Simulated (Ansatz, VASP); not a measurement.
**Al2O3: VASP beside Ansatz**

```xyz
5
Lattice="2.8843 0.0000 0.0000 -1.4422 2.4979 0.0000 0.0000 0.0000 8.5898" Properties=species:S:1:pos:R:3 pbc="T T T"
Al    0.0000    0.0000    1.2884
Al    0.0000    0.0000    7.3014
O     0.0000    1.6653    1.9097
O     1.4422    0.8326    0.0000
O     0.0000    1.6653    6.6802
```

Change from the starting cell: strain +0.000 along x and y, -0.080 along z, atoms carried along.

Alike in both runs: task single point; functional LDA; k mesh 9 × 9 × 4; occupations gaussian, width 0.05 eV; no spin polarisation.

|  | VASP | Ansatz |
| --- | --- | --- |
| version | VASP 6.6.1 | Ansatz 0.2.0 |
| potentials or method | VASP PAW LDA potentials, release 64 (Al, O), cutoff 520 eV | scalar-relativistic, plane waves, PAW |
| valence electrons in the cell | 24 | 24 |

```tsv
	VASP	Ansatz	Ansatz less VASP
gap on the k mesh at the Fermi level (eV)	4.55	4.57	+0.023
least direct gap on the mesh (eV)	4.85	4.87	+0.019
pressure (GPa)	2.1	1.3	-0.77
traceless stress, the component that is largest in VASP (GPa)	11.35	11.96	+0.613
rms of the force components (eV/Å)	0.477	0.472	-0.0041
```

LDA's correlation is that of Perdew and Zunger in VASP and of Perdew and Wang (1992) in Ansatz. Atom by atom the forces differ by 0.014 eV/Å (rms over components).
